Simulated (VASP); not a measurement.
# Cu (Cmcm) in VASP: further runs

Runs on Cu. Level: PBEsol. Tasks: single point.

Everything below comes from runs of VASP 6.6.1. Logs are shortened: lines on timing, memory, paths and dates and some standing lists are left out, and cuts for length are marked.

## Step 1: The cell of the first run

The structure is orthorhombic, space group Cmcm (No. 63). The conventional cell has a = 2.429 Å, b = 7.919 Å, c = 2.468 Å, α = 90.00°, β = 90.00°, γ = 90.00°. Within 3.2 Å of Cu (site symmetry m2m) lie 10 Cu at 2.43 to 2.53 Å.

## Step 2: Single point, PBEsol

INCAR

```
SYSTEM = Cu
PREC = Accurate ; ENCUT = 520
EDIFF = 1E-6 ; ISMEAR = 0
SIGMA = 0.15 ; LREAL = .False.
LASPH = .True. ; NELM = 100
ALGO = Normal ; ISIF = 2
LWAVE = .False. ; LCHARG = .False.
GGA = PS ; NBANDS = 18
LUSENCCL = .False.
```

KPOINTS

```
regular mesh
0
Gamma
  22 22 20
  0 0 0
```

POSCAR

```
Cu
1.0
    1.2146947347     -3.9594664907      0.0000000000
    1.2146947347      3.9594664907      0.0000000000
    0.0000000000      0.0000000000      2.4675572805
Cu
2
Direct
    0.1338543804      0.8661456196      0.2500000000
    0.8661456196      0.1338543804      0.7500000000
```

Potentials or basis: VASP PAW PBE potentials, release 64 (Cu).

Launch:

```sh
> cat potpaw_PBE.64/Cu/POTCAR > POTCAR
> mpirun -np 1 vasp_std > vasp.out
```

OUTCAR:

```text
SYSTEM = Cu
   PREC = Accurate
   ENCUT = 520
   EDIFF = 1E-6
   ISMEAR = 0
   LREAL = .False.
   LASPH = .True.
   NELM = 100
   ISIF = 2
   GGA = PS

 ion  position               nearest neighbor table
   1  0.134  0.866  0.250-   2 2.45   2 2.45   2 2.53   2 2.53   2 2.53   2 2.53
   2  0.866  0.134  0.750-   1 2.45   1 2.45   1 2.53   1 2.53   1 2.53   1 2.53

  LATTYP: Found a base centered orthorhombic cell.
 ALAT       =     2.4293894694
 B/A-ratio  =     3.2596391320
 C/A-ratio  =     1.0157108655

  Lattice vectors:

 A1 = (   1.2146947347,  -3.9594664907,   0.0000000000)
 A2 = (   1.2146947347,   3.9594664907,   0.0000000000)
 A3 = (   0.0000000000,   0.0000000000,   2.4675572805)

Analysis of symmetry for initial positions (statically):
=====================================================================
 Subroutine PRICEL returns:
 Original cell was already a primitive cell.

 Routine SETGRP: Setting up the symmetry group for a
 base centered orthorhombic supercell.

 Subroutine GETGRP returns: Found  8 space group operations
 (whereof  4 operations were pure point group operations)
 out of a pool of  8 trial point group operations.

The static configuration has the point symmetry C_2h.
 The point group associated with its full space group is D_2h.

Analysis of symmetry for dynamics (positions and initial velocities):
=====================================================================
 Subroutine PRICEL returns:
 Original cell was already a primitive cell.

 Routine SETGRP: Setting up the symmetry group for a
 base centered orthorhombic supercell.

 Subroutine GETGRP returns: Found  8 space group operations
 (whereof  4 operations were pure point group operations)
 out of a pool of  8 trial point group operations.

The dynamic configuration has the point symmetry C_2h.
 The point group associated with its full space group is D_2h.

 Subroutine INISYM returns: Found  8 space group operations
 (whereof  4 operations are pure point group operations),
 and found     1 'primitive' translations

----------------------------------------------------------------------------------------

                                     Primitive cell

  volume of cell :      23.7356

  direct lattice vectors                    reciprocal lattice vectors
     1.214694735 -3.959466491  0.000000000     0.411626054 -0.126279639  0.000000000
[... 76 lines left out ...]
 SYSTEM =  Cu
   PREC   = accura    normal or accurate (medium, high low for compatibility)
   ISTART =      0    job   : 0-new  1-cont  2-samecut
   ICHARG =      2    charge: 1-file 2-atom 10-const
   ISPIN  =      1    spin polarized calculation?
   LNONCOLLINEAR =      F non collinear calculations
   LSORBIT =      F    spin-orbit coupling
   LASPH  =      T    aspherical Exc in radial PAW
   ENCUT  =  520.0 eV  38.22 Ry    6.18 a.u.   7.70  7.70  4.59*2*pi/ulx,y,z
   NELM   =    100;   NELMIN=  2; NELMDL= -5     # of ELM steps
   EDIFF  = 0.1E-05   stopping-criterion for ELM
   LREAL  =      F    real-space projection
   EDIFFG = 0.1E-04   stopping-criterion for IOM
   NSW    =      0    number of steps for IOM
   IBRION =     -1    ionic relax: 0-MD 1-quasi-New 2-CG
   NFREE  =      0    steps in history (QN), initial steepest desc. (CG)
   ISIF   =      2    stress and relaxation
   ISYM   =      2    0-nonsym 1-usesym 2-fastsym
   POTIM  = 0.5000    time-step for ionic-motion
   TEBEG  =    0.0;   TEEND  =   0.0 temperature during run
   PSTRESS=    0.0 pullay stress
   NELECT =      22.0000    total number of electrons
   NUPDOWN=      -1.0000    fix difference up-down
   EMIN   =  10.00;   EMAX   =-10.00  energy-range for DOS
   EFERMI =   0.00;   METHOD = LEGACY
   ISMEAR =     0;   SIGMA  =   0.15  broadening in eV -4-tet -1-fermi 0-gaus
   EFERMI_NEDOS =   21; number of points for ismear=-14 and -15
   IALGO  =     38    algorithm
   IMIX   =      4    mixing-type and parameters
     AMIX     =   0.40;   BMIX     =  1.00
     AMIX_MAG =   1.60;   BMIX_MAG =  1.00
  volume/ion in A,a.u.               =      11.87        80.09
  Fermi-wavevector in a.u.,A,eV,Ry     =   1.596181  3.016344 34.664823  2.547793
  Thomas-Fermi vector in A             =   2.693983
   LORBIT       =      0    0 simple, 1 ext, 2 COOP (PROOUT), +10 PAW based schemes
   GGA     = PS    functional components
   LHFCALC =     F    Hartree Fock is set to
   AEXX    =    0.0000 exact exchange contribution
   IVDW    =     0    specifies the selected vdW correction
   LEPSILON=     F    determine dielectric tensor
   LRPA    =     F    only Hartree local field effects (RPA)
 non-spin polarized calculation
 Gauss-broadening in eV      SIGMA  =   0.15
  energy-cutoff  :      520.00
  volume of cell :       23.74
 maximum number of plane-waves:       664
   NGX = 15   NGY = 15   NGZ =  9

 number of electron      21.9999987 magnetization

 Free energy of the ion-electron system (eV)
  ---------------------------------------------------
  ext. energy  EPLUGINS =         0.00000000
  ---------------------------------------------------
  free energy    TOTEN  =        -8.30454784 eV

  energy without entropy =       -8.29784317  energy(sigma->0) =       -8.30119550

 E-fermi :   7.3132     XC(G=0): -12.8451

 val. band max:        7.3073129429   @ k =   0.3636   0.2727   0.2500
 cond. band min:       7.3144307003   @ k =   0.2273   0.1818   0.3500
 fundamental gap:      0.0071177575
 Fermi energy:         7.3131574848

 k-point     1 :       0.0000    0.0000    0.0000
  band No.  band energies     occupation
      1      -2.0181      2.00000
      2       2.3095      2.00000
      3       3.0811      2.00000
      4       3.5696      2.00000
      5       4.2858      2.00000
      6       4.5613      2.00000
[... 481 lines left out ...]
      5       4.2921      2.00000
      6       4.5510      2.00000
[... 10 lines left out ...]
     17      28.1965      0.00000
     18      29.4595      0.00000

 [... further k-points ...]
[... 5 lines left out ...]
  --------------------------------------------------------------------------------------
  -------------------------------------------------------------------------------------
  Total        0.0832684      0.1210346      0.1408055      0.0000000      0.0000000      0.0000000
  in kB        5.6206940      8.1699440      9.5044980      0.0000000      0.0000000      0.0000000
  external PRESSURE =       7.7650453 kB  Pullay stress =       0.0000000 kB

 VOLUME and BASIS-vectors are now :
 -----------------------------------------------------------------------------
  energy-cutoff  :      520.00
  volume of cell :       23.74
      direct lattice vectors                 reciprocal lattice vectors
     1.214694735 -3.959466491  0.000000000     0.411626054 -0.126279639  0.000000000
     1.214694735  3.959466491  0.000000000     0.411626054  0.126279639 -0.000000000
     0.000000000  0.000000000  2.467557280    -0.000000000  0.000000000  0.405259083

 POSITION                                       TOTAL-FORCE (eV/Angst)
 -----------------------------------------------------------------------------------
      1.21469      2.89948      0.61689         0.000000      0.004106     -0.000000
      1.21469     -2.89948      1.85067         0.000000     -0.004106      0.000000
 -----------------------------------------------------------------------------------
    total drift:                                0.000000     -0.000000      0.000000

  FREE ENERGIE OF THE ION-ELECTRON SYSTEM (eV)
  ---------------------------------------------------
  free  energy   TOTEN  =        -8.3045478363 eV

  energy  without entropy=       -8.2978431691  energy(sigma->0) =       -8.30119550
```

It took 11 min on 1 × NVIDIA H100 80GB with 1 thread of Intel Xeon Platinum 8481C at 2.70GHz (Sapphire Rapids), shared host; peak memory 1.7 GiB.

Results:

* Free energy: -8.3045 eV
* Pressure: 0.8 GPa
* Largest force: 0.004 eV/Å
* Band gap on the k mesh: zero (band 11 reaches 11.34 eV, above the bottom of band 12 at 5.70 eV)

Forces on the atoms (eV/Å):
```
Cu   0.000  0.004  0.000
Cu   0.000 -0.004  0.000
```

Levels at points of the mesh, in eV from the Fermi level:
```csv
k point,band 9,band 10,band 11,band 12,band 13,band 14
"(0.00, 0.00, 0.00)",-1.81,-1.67,-1.42,-0.07,4.89,14.82
"(0.50, 0.00, 0.00)",-2.11,-1.63,-0.46,1.31,2.54,6.95
"(0.50, 0.50, 0.00)",-2.28,-1.90,-1.57,-1.50,13.74,15.42
"(0.00, 0.00, 0.50)",-1.69,-1.69,0.01,0.01,8.26,8.26
"(0.50, 0.00, 0.50)",-1.25,-1.25,3.72,3.72,7.54,7.54
"(0.50, 0.50, 0.50)",-1.53,-1.53,-0.98,-0.98,3.76,3.76
```

Caveat: the PAW data sets were made with another functional, which shifts forces and pressure a little.

## Step 3: Single point, PBEsol

This run uses another cell than the first one, of 10.44 Å³/atom, 0.880 times its volume.

INCAR

```
SYSTEM = Cu
PREC     = Accurate       ! precision mode
ENCUT    = 520            ! plane-wave cutoff, eV
EDIFF    = 1E-7           ! SCF threshold, eV
ISMEAR   = 0              ! smearing method
SIGMA    = 0.15           ! smearing width, eV
LREAL    = .FALSE.        ! projectors in reciprocal space
LASPH    = .TRUE.         ! aspherical terms in the spheres
NELM     = 60             ! most SCF steps
ALGO     = Fast           ! electronic algorithm
ISIF     = 2              ! what is computed and relaxed
LWAVE    = .FALSE.        ! write WAVECAR
LCHARG   = .FALSE.        ! write CHGCAR
GGA      = PS             ! functional
NBANDS   = 18             ! bands
```

KPOINTS

```
regular mesh
0
G
  22 22 20
  0 0 0
```

POSCAR

```
Cu
1.0
    1.1333331948     -3.8453806926      0.0000000000
    1.1333331948      3.8453806926      0.0000000000
    0.0000000000      0.0000000000      2.3964584993
Cu
2
Direct
    0.1338543804      0.8661456196      0.2500000000
    0.8661456196      0.1338543804      0.7500000000
```

Potentials or basis: VASP PAW PBE potentials, release 64 (Cu).

Launch:

```sh
> cat potpaw_PBE.64/Cu/POTCAR > POTCAR
> mpirun -np 1 vasp_std > vasp.out
```

Wall time 12 min (1 thread of Intel Xeon 6975P-C, shared host); peak memory 0.53 GiB.

It converged, with:

| Property | Result |
| --- | --- |
| Free energy | -8.0565 eV |
| Pressure | 27.7 GPa |
| Largest force | 0.364 eV/Å |
| Band gap on the k mesh | zero (band 11 reaches 13.44 eV, above the bottom of band 12 at 7.29 eV) |

Forces in eV/Å, atoms in the order of the input:
```
Cu   0.000  0.364  0.000
Cu   0.000 -0.364  0.000
```

Stress tensor (GPa, compression positive):
```
38.35  0.00  0.00
 0.00 23.39  0.00
 0.00  0.00 21.38
```

Levels at points of the mesh, in eV from the Fermi level:
```csv
k point,band 8,band 9,band 10,band 11,band 12,band 13,band 14,band 15
"(0.00, 0.00, 0.00)",-2.11,-1.92,-1.76,-1.53,-0.59,5.32,15.27,21.01
"(0.50, 0.00, 0.00)",-2.80,-2.40,-1.81,-0.29,1.83,3.11,8.06,14.04
"(0.50, 0.50, 0.00)",-2.66,-2.54,-2.02,-1.66,-1.58,14.29,16.16,18.42
"(0.00, 0.00, 0.50)",-2.88,-1.78,-1.78,-0.06,-0.06,8.54,8.54,10.05
"(0.50, 0.00, 0.50)",-1.99,-1.23,-1.23,4.12,4.12,8.34,8.34,10.76
"(0.50, 0.50, 0.50)",-2.08,-1.79,-1.79,-1.47,-1.47,4.13,4.13,18.65
```

Caveat: the PAW data sets were made with another functional, which shifts forces and pressure a little.

## Step 4: Single point, PBEsol

This run uses another cell than the first one, of 10.44 Å³/atom, 0.880 times its volume.

INCAR

```
SYSTEM = Cu
PREC = Accurate
ENCUT = 520
EDIFF = 1E-6
ISMEAR = 0
SIGMA = 0.15
LREAL = .False.
LASPH = .True.
NELM = 80
ALGO = Fast
ISIF = 2
LWAVE = .False.
LCHARG = .False.
GGA = PS
NBANDS = 18
```

KPOINTS

```
Automatic mesh
0
Gamma
  22 22 20
  0 0 0
```

POSCAR

```
Cu
1.0
    1.1955610409     -3.7439692127      0.0000000000
    1.1955610409      3.7439692127      0.0000000000
    0.0000000000      0.0000000000      2.3332584101
Cu
2
Direct
    0.1338543804      0.8661456196      0.2500000000
    0.8661456196      0.1338543804      0.7500000000
```

Potentials or basis: VASP PAW PBE potentials, release 64 (Cu).

Launch:

```sh
> cat potpaw_PBE.64/Cu/POTCAR > POTCAR
> mpirun -np 1 vasp_std > vasp.out
```

OUTCAR:

```text
SYSTEM = Cu
   PREC = Accurate
   ENCUT = 520
   EDIFF = 1E-6
   ISMEAR = 0
   LREAL = .False.
   LASPH = .True.
   NELM = 80
   ISIF = 2
   GGA = PS

 ion  position               nearest neighbor table
   1  0.134  0.866  0.250-   2 2.32   2 2.32   2 2.41   2 2.41   2 2.41   2 2.41
   2  0.866  0.134  0.750-   1 2.32   1 2.32   1 2.41   1 2.41   1 2.41   1 2.41

  LATTYP: Found a base centered orthorhombic cell.
 ALAT       =     2.3911220818
 B/A-ratio  =     3.1315583936
 C/A-ratio  =     0.9758006201

  Lattice vectors:

 A1 = (   1.1955610409,  -3.7439692127,   0.0000000000)
 A2 = (   1.1955610409,   3.7439692127,   0.0000000000)
 A3 = (   0.0000000000,   0.0000000000,   2.3332584101)

Analysis of symmetry for initial positions (statically):
=====================================================================
 Subroutine PRICEL returns:
 Original cell was already a primitive cell.

 Routine SETGRP: Setting up the symmetry group for a
 base centered orthorhombic supercell.

 Subroutine GETGRP returns: Found  8 space group operations
 (whereof  4 operations were pure point group operations)
[... 162 lines left out ...]
  ext. energy  EPLUGINS =         0.00000000
  ---------------------------------------------------
  free energy    TOTEN  =        -8.04066219 eV

  energy without entropy =       -8.03468286  energy(sigma->0) =       -8.03767253

 E-fermi :   9.0556     XC(G=0): -13.6017

 val. band max:        9.0524862465   @ k =   0.3636   0.0909   0.2500
 cond. band min:       9.0610557785   @ k =   0.4091   0.3182   0.3500
 fundamental gap:      0.0085695320
 Fermi energy:         9.0556415431

 k-point     1 :       0.0000    0.0000    0.0000
  band No.  band energies     occupation
      1      -1.3410      2.00000
      2       3.1662      2.00000
      3       4.1843      2.00000
      4       4.7718      2.00000
      5       5.5775      2.00000
      6       5.8612      2.00000
[... 481 lines left out ...]
      5       5.4304      2.00000
      6       5.8914      2.00000
[... 10 lines left out ...]
     17      32.1948      0.00000
     18      33.0888      0.00000

 [... further k-points ...]
[... 5 lines left out ...]
  --------------------------------------------------------------------------------------
  -------------------------------------------------------------------------------------
  Total        2.1408389      4.4526179      4.7587283      0.0000000      0.0000000      0.0000000
  in kB      164.2092882    341.5302334    365.0098936      0.0000000      0.0000000      0.0000000
  external PRESSURE =     290.2498051 kB  Pullay stress =       0.0000000 kB

 VOLUME and BASIS-vectors are now :
 -----------------------------------------------------------------------------
  energy-cutoff  :      520.00
  volume of cell :       20.89
      direct lattice vectors                 reciprocal lattice vectors
     1.195561041 -3.743969213  0.000000000     0.418213695 -0.133548107  0.000000000
     1.195561041  3.743969213  0.000000000     0.418213695  0.133548107  0.000000000
     0.000000000  0.000000000  2.333258410     0.000000000  0.000000000  0.428585190

 POSITION                                       TOTAL-FORCE (eV/Angst)
 -----------------------------------------------------------------------------------
      1.19556      2.74168      0.58331         0.000000      0.013992      0.000000
      1.19556     -2.74168      1.74994         0.000000     -0.013992     -0.000000
 -----------------------------------------------------------------------------------
    total drift:                                0.000000     -0.000000      0.000000

  FREE ENERGIE OF THE ION-ELECTRON SYSTEM (eV)
  ---------------------------------------------------
  free  energy   TOTEN  =        -8.0406621879 eV

  energy  without entropy=       -8.0346828634  energy(sigma->0) =       -8.03767253
```

Wall time 11 min (1 thread of Intel Xeon 6975P-C, shared host); peak memory 0.53 GiB.

Results:

```
Free energy            : -8.0407 eV
Pressure               : 29.0 GPa
Largest force          : 0.014 eV/Å
Band gap on the k mesh : zero (band 11 reaches 13.13 eV, above the bottom of band 12 at 7.26 eV)
```

Forces on the atoms (eV/Å):
```
Cu   0.000  0.014  0.000
Cu   0.000 -0.014  0.000
```

Caveat: the PAW data sets were made with another functional, which shifts forces and pressure a little.

[end of part 1 of 2]
